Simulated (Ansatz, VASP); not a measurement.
Ni3Ge: VASP beside Ansatz

```
Ni Ge
1.0
     3.52491    0.00000    0.00000
     0.00000    3.52491    0.00000
     0.00000    0.00000    3.52491
Ni Ge
3 1
Direct
  0.50000 0.00000 0.50000
  0.00000 0.50000 0.50000
  0.50000 0.50000 0.00000
  0.99433 0.00000 0.00000
```

Alike in both runs: task single point; functional PBEsol; k mesh 14 × 14 × 14; occupations gaussian, width 0.15 eV; no spin polarisation.

|  | VASP | Ansatz |
| --- | --- | --- |
| version | VASP 6.6.1 | Ansatz 0.2.0 |
| potentials or method | VASP PAW PBE potentials, release 64 (Ni, Ge_d), cutoff 520 eV | scalar-relativistic, plane waves, PAW |
| valence electrons in the cell | 44 | 68 |

```tsv
	VASP	Ansatz	Ansatz less VASP
gap on the k mesh at the Fermi level (eV)	none	none	-
pressure (GPa)	0.2	0.0	-0.19
rms of the force components (eV/Å)	0.051	0.051	-0.0005
```

VASP's potentials were made for PBE, not for PBEsol. Atom by atom the forces differ by 0.001 eV/Å (rms over components). A gap of «none» marks a metal or a gap that the smearing closes. With one functional, cell and mesh, what is left measures potentials, basis and numerics. VASP's potentials hold 44 valence electrons a cell and Ansatz's 68, so a difference there can come from the potentials and not from the codes.
